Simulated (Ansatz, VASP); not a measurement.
Two plane-wave programs on AgI

```xyz
2
Lattice="0.0000 2.7210 2.7210 2.7210 0.0000 2.7210 2.7210 2.7210 0.0000" Properties=species:S:1:pos:R:3 pbc="T T T"
Ag    0.0000    0.0000    0.0000
I     1.3605    1.3605    1.3605
```

Change from the starting cell: volume scaled by 0.6, PAW files.

Alike in both runs: task single point; functional PBEsol; k mesh 12 × 12 × 12; occupations fermi-dirac, width 0.05 eV; no spin polarisation.

|  | VASP | Ansatz |
| --- | --- | --- |
| version | VASP 6.6.1 | Ansatz 0.2.0 |
| potentials or method | VASP PAW PBE potentials, release 64 (Ag, I) | PAW with Ansatz's default frozen-core files, scalar-relativistic |
| plane-wave cutoff (eV) | 500 | 420 |
| valence electrons in the cell | 18 | 36 |

|  | VASP | Ansatz | Ansatz less VASP |
| --- | --- | --- | --- |
| pressure (GPa) | 67.6 | 68.2 | +0.55 |

VASP's potentials were made for PBE, not for PBEsol. Both programs put the cell under a high pressure, so it lies far from rest at this level. VASP's potentials hold 18 valence electrons a cell and Ansatz's 36, so a difference there can come from the potentials and not from the codes.

Neither program's run includes spin-orbit coupling. Noted on VASP's run: the cell as given lies far from equilibrium.
